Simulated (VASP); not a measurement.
# AlRu (Pm-3m) in VASP: notebook

The runs below take AlRu through single point, with r2SCAN.

All numbers are computed with VASP 6.6.1; they aren't measurements. Logs are shortened: lines on timing, memory, paths and dates and some standing lists are left out, and cuts for length are marked.

### Step 1. The cell of the first run

Symmetry: Pm-3m, No. 221, cubic system. The conventional cell has a = 2.992 Å, b = 2.992 Å, c = 2.992 Å, α = 90.00°, β = 90.00°, γ = 90.00°. Al (site symmetry m-3m) has 8 Ru at 2.59 Å and 6 Al at 2.99 Å within 3.4 Å. Within 3.4 Å of Ru (site symmetry m-3m) lie 8 Al at 2.59 Å and 6 Ru at 2.99 Å.

### Step 2. Single point, r2SCAN

POSCAR

```
AlRu
1.0
    2.9916000000      0.0000000000      0.0000000000
    0.0000000000      2.9916000000      0.0000000000
    0.0000000000      0.0000000000      2.9916000000
Al Ru
1 1
Direct
    0.0000000000      0.0000000000      0.0000000000
    0.5000000000      0.5000000000      0.5000000000
```

INCAR.step1

```
SYSTEM = AlRu
PREC = Accurate
ENCUT = 520
ISMEAR = 0
SIGMA = 0.1
LREAL = .FALSE.
LASPH = .TRUE.
NELM = 100
NBANDS = 16
GGA = PE
ALGO = Normal
EDIFF = 1E-4
LWAVE = .TRUE.
LCHARG = .FALSE.
```

INCAR.step2

```
SYSTEM = AlRu
PREC = Accurate
ENCUT = 520
EDIFF = 1E-6
ISMEAR = 0
SIGMA = 0.1
LREAL = .FALSE.
LASPH = .TRUE.
NELM = 100
ALGO = Normal
ISIF = 2
LWAVE = .FALSE.
LCHARG = .FALSE.
METAGGA = R2SCAN
LMIXTAU = .TRUE.
NBANDS = 16
ISTART = 1
```

KPOINTS

```
regular mesh
0
G
  6 6 6
  0 0 0
```

Potentials or basis: VASP PAW PBE potentials, release 64 (Al, Ru_pv).

Started as:

```
cat potpaw_PBE.64/Al/POTCAR potpaw_PBE.64/Ru_pv/POTCAR > POTCAR
cp INCAR.step1 INCAR
mpirun -np 1 vasp_std > vasp.out
cp INCAR.step2 INCAR
mpirun -np 1 vasp_std > vasp.out
```

OUTCAR:

```text
SYSTEM = AlRu
   PREC = Accurate
   ENCUT = 520
   EDIFF = 1E-6
   ISMEAR = 0
   LREAL = .FALSE.
   LASPH = .TRUE.
   NELM = 100
   ISIF = 2
   METAGGA = R2SCAN
   ISTART = 1

 ion  position               nearest neighbor table
   1  0.000  0.000  0.000-   2 2.59   2 2.59   2 2.59   2 2.59   2 2.59   2 2.59   2 2.59   2 2.59

   2  0.500  0.500  0.500-   1 2.59   1 2.59   1 2.59   1 2.59   1 2.59   1 2.59   1 2.59   1 2.59

  LATTYP: Found a simple cubic cell.
 ALAT       =     2.9916000000

  Lattice vectors:

 A1 = (   2.9916000000,   0.0000000000,   0.0000000000)
 A2 = (   0.0000000000,   2.9916000000,   0.0000000000)
 A3 = (   0.0000000000,   0.0000000000,   2.9916000000)

Analysis of symmetry for initial positions (statically):
=====================================================================
 Subroutine PRICEL returns:
 Original cell was already a primitive cell.

 Routine SETGRP: Setting up the symmetry group for a
 simple cubic supercell.

 Subroutine GETGRP returns: Found 48 space group operations
 (whereof 48 operations were pure point group operations)
 out of a pool of 48 trial point group operations.

The static configuration has the point symmetry O_h .

Analysis of symmetry for dynamics (positions and initial velocities):
=====================================================================
 Subroutine PRICEL returns:
 Original cell was already a primitive cell.

 Routine SETGRP: Setting up the symmetry group for a
 simple cubic supercell.

 Subroutine GETGRP returns: Found 48 space group operations
 (whereof 48 operations were pure point group operations)
 out of a pool of 48 trial point group operations.

The dynamic configuration has the point symmetry O_h .

 Subroutine INISYM returns: Found 48 space group operations
 (whereof 48 operations are pure point group operations),
 and found     1 'primitive' translations

----------------------------------------------------------------------------------------

                                     Primitive cell

  volume of cell :      26.7738

  direct lattice vectors                    reciprocal lattice vectors
     2.991600000  0.000000000  0.000000000     0.334269287  0.000000000  0.000000000
     0.000000000  2.991600000  0.000000000     0.000000000  0.334269287  0.000000000
     0.000000000  0.000000000  2.991600000     0.000000000  0.000000000  0.334269287

  length of vectors
     2.991600000  2.991600000  2.991600000     0.334269287  0.334269287  0.334269287

  position of ions in fractional coordinates (direct lattice)
     0.000000000  0.000000000  0.000000000
     0.500000000  0.500000000  0.500000000

  ion indices of the primitive-cell ions
   primitive index   ion index
                 1           1
                 2           2

----------------------------------------------------------------------------------------

 KPOINTS: regular mesh

Automatic generation of k-mesh.
 Grid dimensions read from file:
 generate k-points for:    6    6    6

 Generating k-lattice:

  Cartesian coordinates                     Fractional coordinates (reciprocal lattice)
     0.055711548  0.000000000  0.000000000     0.166666667  0.000000000  0.000000000
     0.000000000  0.055711548  0.000000000     0.000000000  0.166666667  0.000000000
     0.000000000  0.000000000  0.055711548     0.000000000  0.000000000  0.166666667

  Length of vectors
     0.055711548  0.055711548  0.055711548

  Shift w.r.t. Gamma in fractional coordinates (k-lattice)
     0.000000000  0.000000000  0.000000000

 Subroutine IBZKPT returns following result:
 ===========================================

 Found     20 irreducible k-points:

 Following reciprocal coordinates:
            Coordinates               Weight
  0.000000  0.000000  0.000000      1.000000
  0.166667  0.000000  0.000000      6.000000
  0.333333  0.000000  0.000000      6.000000
  0.500000  0.000000  0.000000      3.000000
  0.166667  0.166667  0.000000     12.000000
  0.333333  0.166667  0.000000     24.000000
[... 12 lines left out ...]
  0.500000  0.500000  0.333333      6.000000
  0.500000  0.500000  0.500000      1.000000
   k-points           NKPTS =     20   k-points in BZ     NKDIM =     20   number of bands    NBANDS=     16
   number of dos      NEDOS =    301   number of ions     NIONS =      2
   total plane-waves  NPLWV =  13824
   dimension x,y,z NGX =    24 NGY =   24 NGZ =   24
   dimension x,y,z NGXF=    48 NGYF=   48 NGZF=   48
   ions per type =               1   1
   NGX,Y,Z   is equivalent  to a cutoff of  13.34, 13.34, 13.34 a.u.
   NGXF,Y,Z  is equivalent  to a cutoff of  26.67, 26.67, 26.67 a.u.
 SYSTEM =  AlRu
   PREC   = accura    normal or accurate (medium, high low for compatibility)
   ISTART =      1    job   : 0-new  1-cont  2-samecut
   ICHARG =      0    charge: 1-file 2-atom 10-const
   ISPIN  =      1    spin polarized calculation?
   LNONCOLLINEAR =      F non collinear calculations
   LSORBIT =      F    spin-orbit coupling
   LASPH  =      T    aspherical Exc in radial PAW
   ENCUT  =  520.0 eV  38.22 Ry    6.18 a.u.   5.56  5.56  5.56*2*pi/ulx,y,z
   NELM   =    100;   NELMIN=  2; NELMDL=  0     # of ELM steps
   EDIFF  = 0.1E-05   stopping-criterion for ELM
   LREAL  =      F    real-space projection
   EDIFFG = 0.1E-04   stopping-criterion for IOM
   NSW    =      0    number of steps for IOM
   IBRION =     -1    ionic relax: 0-MD 1-quasi-New 2-CG
   NFREE  =      0    steps in history (QN), initial steepest desc. (CG)
   ISIF   =      2    stress and relaxation
   ISYM   =      2    0-nonsym 1-usesym 2-fastsym
   POTIM  = 0.5000    time-step for ionic-motion
   TEBEG  =    0.0;   TEEND  =   0.0 temperature during run
   PSTRESS=    0.0 pullay stress
   NELECT =      17.0000    total number of electrons
   NUPDOWN=      -1.0000    fix difference up-down
   EMIN   =  10.00;   EMAX   =-10.00  energy-range for DOS
   EFERMI =   0.00;   METHOD = LEGACY
   ISMEAR =     0;   SIGMA  =   0.10  broadening in eV -4-tet -1-fermi 0-gaus
   EFERMI_NEDOS =   21; number of points for ismear=-14 and -15
   IALGO  =     38    algorithm
   IMIX   =      4    mixing-type and parameters
     AMIX     =   0.40;   BMIX     =  1.00
     AMIX_MAG =   1.60;   BMIX_MAG =  1.00
  volume/ion in A,a.u.               =      13.39        90.34
  Fermi-wavevector in a.u.,A,eV,Ry     =   1.407087  2.659009 26.938090  1.979894
  Thomas-Fermi vector in A             =   2.529382
   LORBIT       =      0    0 simple, 1 ext, 2 COOP (PROOUT), +10 PAW based schemes
   METAGGA = R2SCAN    functional components
   LHFCALC =     F    Hartree Fock is set to
   AEXX    =    0.0000 exact exchange contribution
   IVDW    =     0    specifies the selected vdW correction
   LEPSILON=     F    determine dielectric tensor
   LRPA    =     F    only Hartree local field effects (RPA)
 non-spin polarized calculation
 Gauss-broadening in eV      SIGMA  =   0.10
  energy-cutoff  :      520.00
  volume of cell :       26.77
 maximum number of plane-waves:       739
 NGX is ok and might be reduce to    24
   NGX = 11   NGY = 11   NGZ = 11

 number of electron      16.9999995 magnetization

 Free energy of the ion-electron system (eV)
  ---------------------------------------------------
  ext. energy  EPLUGINS =         0.00000000
  ---------------------------------------------------
  free energy    TOTEN  =       -33.60010193 eV

  energy without entropy =      -33.58633152  energy(sigma->0) =      -33.59321673

 E-fermi :  10.4415     XC(G=0): -13.6203

 val. band max:       10.4304160409   @ k =   0.5000   0.5000   0.3333
 cond. band min:      10.5085550935   @ k =   0.5000   0.1667   0.0000
 fundamental gap:      0.0781390526
 Fermi energy:        10.4415209160

 k-point     1 :       0.0000    0.0000    0.0000
  band No.  band energies     occupation
      1     -32.5152      2.00000
      2     -32.5152      2.00000
      3     -32.5152      2.00000
      4       0.3916      2.00000
      5       6.8747      2.00000
      6       6.8747      2.00000
[... 8 lines left out ...]
     15      22.0275      0.00000
     16      27.0339      0.00000

 k-point     2 :       0.1667    0.0000    0.0000
  band No.  band energies     occupation
      1     -32.5738      2.00000
      2     -32.5102      2.00000
      3     -32.5102      2.00000
      4       0.9478      2.00000
      5       7.0005      2.00000
      6       7.0697      2.00000
[... 8 lines left out ...]
     15      23.4887      0.00000
     16      28.7812      0.00000

 k-point     3 :       0.3333    0.0000    0.0000
  band No.  band energies     occupation
      1     -32.6895      2.00000
      2     -32.5002      2.00000
      3     -32.5002      2.00000
      4       2.4809      2.00000
      5       6.5383      2.00000
      6       7.5048      2.00000
[... 8 lines left out ...]
     15      24.5467      0.00000
     16      26.4170      0.00000

 k-point     4 :       0.5000    0.0000    0.0000
  band No.  band energies     occupation
      1     -32.7467      2.00000
      2     -32.4952      2.00000
      3     -32.4952      2.00000
      4       4.4014      2.00000
      5       4.8680      2.00000
      6       7.7516      2.00000
[... 8 lines left out ...]
     15      24.1788      0.00000
     16      24.1788      0.00000
[... 248 lines left out ...]
 k-point    18 :       0.5000    0.3333    0.3333
  band No.  band energies     occupation
      1     -32.7036      2.00000
      2     -32.6445      2.00000
      3     -32.6419      2.00000
      4       5.1352      2.00000
      5       6.2730      2.00000
      6       6.3743      2.00000
[... 8 lines left out ...]
     15      20.8737      0.00000
     16      22.3292      0.00000

 k-point    19 :       0.5000    0.5000    0.3333
  band No.  band energies     occupation
      1     -32.6968      2.00000
      2     -32.6968      2.00000
      3     -32.6370      2.00000
      4       5.2321      2.00000
      5       6.0964      2.00000
      6       6.0964      2.00000
[... 8 lines left out ...]
     15      21.0223      0.00000
     16      21.0223      0.00000

 k-point    20 :       0.5000    0.5000    0.5000
  band No.  band energies     occupation
      1     -32.6904      2.00000
      2     -32.6904      2.00000
      3     -32.6904      2.00000
      4       5.6557      2.00000
      5       5.6557      2.00000
      6       5.6557      2.00000
[... 8 lines left out ...]
     15      19.5280      0.00000
     16      20.8685      0.00000

------------------------ aborting loop because EDIFF is reached ----------------------------------------

  FORCE on cell =-STRESS in cart. coord.  units (eV):
  Direction    XX          YY          ZZ          XY          YZ          ZX
  --------------------------------------------------------------------------------------
  -------------------------------------------------------------------------------------
  Total       -0.3312057     -0.3312057     -0.3312057     -0.0000000     -0.0000000      0.0000000
  in kB      -19.8197353    -19.8197353    -19.8197353     -0.0000000     -0.0000000      0.0000000
  external PRESSURE =     -19.8197353 kB  Pullay stress =       0.0000000 kB

 VOLUME and BASIS-vectors are now :
 -----------------------------------------------------------------------------
  energy-cutoff  :      520.00
  volume of cell :       26.77
      direct lattice vectors                 reciprocal lattice vectors
     2.991600000  0.000000000  0.000000000     0.334269287  0.000000000  0.000000000
     0.000000000  2.991600000  0.000000000     0.000000000  0.334269287  0.000000000
     0.000000000  0.000000000  2.991600000     0.000000000  0.000000000  0.334269287

 POSITION                                       TOTAL-FORCE (eV/Angst)
 -----------------------------------------------------------------------------------
      0.00000      0.00000      0.00000         0.000000      0.000000      0.000000
      1.49580      1.49580      1.49580         0.000000      0.000000      0.000000
 -----------------------------------------------------------------------------------
    total drift:                                0.000000     -0.000000     -0.000000

  FREE ENERGIE OF THE ION-ELECTRON SYSTEM (eV)
  ---------------------------------------------------
  free  energy   TOTEN  =       -33.6001019324 eV

  energy  without entropy=      -33.5863315193  energy(sigma->0) =      -33.59321673
```

It took 11 s on 1 thread of Intel Xeon 6975P-C (Granite Rapids), shared host; peak memory 0.14 GiB.

What came out:

- Free energy: -33.6001 eV
- Pressure: -2.0 GPa

Caveat: the PAW data sets were made with another functional, which shifts forces and pressure a little.

(Part 1 of 2 ends here.)
